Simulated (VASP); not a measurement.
Sr2TeO, 4 atoms in the cell. It takes space group R-3m (No. 166, trigonal). Conventional cell: a = 4.053 Å, b = 4.053 Å, c = 20.675 Å, α = 90.00°, β = 90.00°, γ = 120.00°. O (site symmetry -3m) has 6 Sr at 2.70 Å within 3.6 Å. Within 4.1 Å of Te (site symmetry -3m) lie 6 Sr at 3.14 Å and 6 Te at 4.05 Å. Within 3.6 Å of Sr (site symmetry 3m) lie 3 O at 2.70 Å and 3 Te at 3.14 Å and 3 Sr at 3.57 Å.  This cell differs from its parent crystal: volume changed by -6%.

```yaml
Program: VASP 6.6.1
Task: single point
Functional: r2SCAN
Potentials_or_basis: VASP PAW PBE potentials, release 64 (O, Te, Sr_sv)
Cutoff: 520 eV
k_mesh: 6 × 6 × 6
Occupations: gaussian, width 0.01 eV
Spin: no spin polarisation
Dipole_correction: no
Further_INCAR_settings: ALGO = Normal; EDIFF = 1e-07; NBANDS = 24
```

Potentials or basis: VASP PAW PBE potentials, release 64 (O, Te, Sr_sv).

Launch:

```console
$ cat potpaw_PBE.64/O/POTCAR potpaw_PBE.64/Te/POTCAR potpaw_PBE.64/Sr_sv/POTCAR > POTCAR
$ cp INCAR.step1 INCAR
$ mpirun -np 1 vasp_std > vasp.out
$ cp INCAR.step2 INCAR
$ mpirun -np 1 vasp_std > vasp.out
```

Hardware: 1 thread of AMD EPYC 9R45 96-Core Processor (Zen 5), with other jobs on the host.

**Question.** How long does it take, and how much memory?

**Answer.** Run time: 12 min on 1 thread of AMD EPYC 9R45 96-Core Processor (Zen 5), on a shared host, peak memory 0.44 GiB. Counts: k points 32.
